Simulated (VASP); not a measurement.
A run of VASP 6.6.1 is set up as follows.

The input INCAR:

```
SYSTEM = MgO
PREC = Accurate
ENCUT = 520
EDIFF = 1E-6
ISMEAR = 0
SIGMA = 0.05
LREAL = .FALSE.
LASPH = .TRUE.
NELM = 60
ALGO = Normal
ISIF = 2
LWAVE = .FALSE.
LCHARG = .FALSE.
GGA = PE
NBANDS = 16
```

KPOINTS

```
Automatic mesh
0
G
  9 9 6
  0 0 0
```

POSCAR

```
MgO
1.0
    3.3915168022      0.0000000000      0.0000000000
   -1.6957584011      2.9371397080      0.0000000000
    0.0000000000      0.0000000000      4.4238945167
Mg O
2 2
Direct
    0.6666666667      0.3333333333      0.7500000000
    0.3333333333      0.6666666667      0.2500000000
    0.6666666667      0.3333333333      0.2500000000
    0.3333333333      0.6666666667      0.7500000000
```

Potentials or basis: VASP PAW PBE potentials, release 64 (Mg, O).

Command:

```console
$ cat potpaw_PBE.64/Mg/POTCAR potpaw_PBE.64/O/POTCAR > POTCAR
$ mpirun -np 1 vasp_std > vasp.out
```

Task: Predict the band gap on the k mesh.

Result: 3.34 eV, direct.

Task: Estimate the pressure.

Result: 5.1 GPa.

Stress tensor (GPa, compression positive):
```
 9.45  0.00  0.00
 0.00  9.45  0.00
 0.00  0.00 -3.66
```
